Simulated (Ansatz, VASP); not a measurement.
# Pt: VASP beside Ansatz

The input INCAR:

```
ALGO = Normal ; EDIFF = 1E-6
ENCUT = 520 ; GGA = PE
ISIF = 2 ; ISMEAR = -1
LASPH = True ; LCHARG = False
LREAL = False ; LWAVE = False
NBANDS = 17 ; NELM = 60
PREC = Accurate ; SIGMA = 0.1
```

The input KPOINTS:

```
k-points
0
Gamma
  21 21 11
```

Contents of POSCAR:

```
Pt
1.0
    2.7294468375      0.0000000000      0.0000000000
   -1.3647234187      2.3637702995      0.0000000000
    0.0000000000      0.0000000000      4.6926263659
Pt
2
Direct
    0.3333333333      0.6666666667      0.2500000000
    0.6666666667      0.3333333333      0.7500000000
```

Input for Ansatz:

```yaml
crystal:
  lattice:
    - [2.7294468375, 0.0, 0.0]
    - [-1.3647234187, 2.3637702995, 0.0]
    - [0.0, 0.0, 4.6926263659]
  atoms:
    - { symbol: Pt, position: [0.3333333333, 0.6666666667, 0.25] }
    - { symbol: Pt, position: [0.6666666667, 0.3333333333, 0.75] }
hamiltonian:
  xc: pbe
  pseudopotentials:
    kind: paw
    azcp:
      Pt: "pseudopotentials/Pt.paw.azcp"
basis:
  ecutwfc: 420
  fft_grid_basis: typed
kpoints:
  mp_grid: { grid: [21, 21, 11], shift: [0, 0, 0] }
magnetization:
  spin_polarized: false
scf:
  occupations: { method: fermi_dirac, width: 0.1 }
output:
  stress: true
```

Alike in both runs: task single point; functional PBE; k mesh 21 × 21 × 11; occupations fermi-dirac, width 0.1 eV; no spin polarisation.

|  | VASP | Ansatz |
| --- | --- | --- |
| version | VASP 6.6.1 | Ansatz 0.2.0 |
| potentials or method | VASP PAW PBE potentials, release 64 (Pt), cutoff 520 eV | plane waves (420 eV) with PAW, scalar-relativistic |
| valence electrons in the cell | 20 | 36 |

Ansatz gave:

```
pressure (GPa)                                                : 11.1
traceless stress, the component that is largest in VASP (GPa) : -0.84
```

Q: What did VASP give for the same quantities?

A: Pressure (GPa): 10.5; traceless stress, the component that is largest in VASP (GPa): -0.91.

The functional is the same, so the differences come from potentials, cutoffs and numerics. VASP's potentials hold 20 valence electrons a cell and Ansatz's 36, so a difference there can come from the potentials and not from the codes.

Neither program's run includes spin-orbit coupling.
